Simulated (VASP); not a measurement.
CoSi2:

```
CELL_PARAMETERS angstrom
3.78726 0.00000 0.00000
1.89363 3.27987 0.00000
1.89363 1.09329 3.09229
ATOMIC_POSITIONS crystal
Co 0.00000 0.00000 0.00000
Si 0.25000 0.25000 0.25000
Si 0.75000 0.75000 0.75000
```

Base run:

* Program: VASP 6.6.1
* Functional: PBEsol
* Dispersion: D3(BJ)
* Potentials or basis: VASP PAW PBE potentials, release 64 (Co, Si)
* Cutoff: 520 eV
* k mesh: 9 × 9 × 9
* Occupations: fermi-dirac, width 0.3 eV
* Spin: collinear spin, ferromagnetic start
* Starting moments: [1.18, 0.17, 0.17] μB
* Fixed moment: 1.8 μB

Its results: pressure 4.0 GPa; site moments Co +1.15; Si +0.14 μB.

Q: The run is repeated on the same cell with these changes: fixed moment from 1.8 μB to 2.4 μB; moments at the start from [1.18, 0.17, 0.17] to [1.53, 0.23, 0.23]. What comes out?

A: Pressure 10.4 GPa; site moments Co +1.49; Si +0.19 μB.

Caveats: three body term missing; the cell stands under pressure; the PAW data sets were made with another functional, which shifts forces and pressure a little; the total moment is fixed, so each spin has its own Fermi level.
